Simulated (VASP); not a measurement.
Input of a VASP 6.6.1 run:

POSCAR

```
K
1.0
   -2.6796532483      2.6796532483      2.6796532483
    2.6796532483     -2.6796532483      2.6796532483
    2.6796532483      2.6796532483     -2.6796532483
K
1
Direct
    0.0000000000      0.0000000000      0.0000000000
```

Contents of INCAR.step1:

```
PREC = Accurate ; ENCUT = 520
ISMEAR = -1 ; SIGMA = 0.15
LREAL = False ; LASPH = True
NELM = 60 ; NBANDS = 10
GGA = PE ; ALGO = Normal
EDIFF = 1E-4 ; LWAVE = True
LCHARG = False
```

INCAR.step2

```
PREC = Accurate ; ENCUT = 520
EDIFF = 1E-6 ; ISMEAR = -1
SIGMA = 0.15 ; LREAL = False
LASPH = True ; NELM = 60
ALGO = Normal ; ISIF = 2
LWAVE = False ; LCHARG = True
METAGGA = R2SCAN ; LMIXTAU = True
LELF = True ; LVHAR = True
NBANDS = 10 ; ISTART = 1
```

File KPOINTS:

```
regular mesh
0
Gamma
  12 12 12
```

Potentials or basis: VASP PAW PBE potentials, release 64 (K_sv).

Run with:

```bash
$ cat potpaw_PBE.64/K_sv/POTCAR > POTCAR
$ cp INCAR.step1 INCAR
$ mpirun -np 1 vasp_std > vasp.out
$ cp INCAR.step2 INCAR
$ mpirun -np 1 vasp_std > vasp.out
```

(1) What does it give for the pressure?

(2) Estimate the band gap on the k mesh.

Answers

(1) 0.0 GPa.

(2) zero (an odd number of electrons rules out a gap without spin polarisation).

Caveat: the PAW data sets were made with another functional, which shifts forces and pressure a little.
